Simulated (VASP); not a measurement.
Wanted: the native input for a VASP 6.6.1 run.

- Task: single point
- Functional: BLYP
- Potentials or basis: VASP PAW PBE potentials, release 64 (Lu)
- Cutoff: 520 eV
- k mesh: 10 × 10 × 10
- Occupations: fermi-dirac, width 0.1 eV
- Spin: no spin polarisation
- Dipole correction: no
- Further INCAR settings: ALGO = Normal; EDIFF = 1e-06; NBANDS = 18

The structure of Lu lies in POSCAR:

```
Lu
1.0
    3.2487924478      0.0000000000      0.0000000000
    0.0000000000      3.2487924478      0.0000000000
    0.0000000000      0.0000000000      3.2487924478
Lu
1
Direct
    0.0000000000      0.0000000000      0.0000000000
```

This isn't the form of Lu at room conditions, which is hcp.

These files were run (other wordings do the same):

INCAR

```
SYSTEM = Lu
AGGAC = 1.0
AGGAX = 1.0
ALDAC = 0.0
ALDAX = 1.0
ALGO = Normal
EDIFF = 1E-6
ENCUT = 520
GGA = B5
ISIF = 2
ISMEAR = -1
LASPH = .TRUE.
LCHARG = .FALSE.
LREAL = .FALSE.
LWAVE = .FALSE.
NBANDS = 18
NELM = 60
PREC = Accurate
SIGMA = 0.1
```

KPOINTS

```
k-points
0
G
  10 10 10
  0 0 0
```

Potentials or basis: VASP PAW PBE potentials, release 64 (Lu).

The run is started by

```console
$ cat potpaw_PBE.64/Lu/POTCAR > POTCAR
$ mpirun -np 1 vasp_std > vasp.out
```

It gave:

* Pressure: 0.2 GPa
* Band gap on the k mesh: zero (an odd number of electrons rules out a gap without spin polarisation)

Caveat: the PAW data sets were made with another functional, which shifts forces and pressure a little; spin-orbit coupling is left out, which moves the levels of the heavy elements.

Run time: 20 s on 1 thread of Intel(R) Xeon(R) Platinum 8259CL CPU @ 2.50GHz (Skylake/Cascade Lake), on a shared host, peak memory 0.17 GiB.
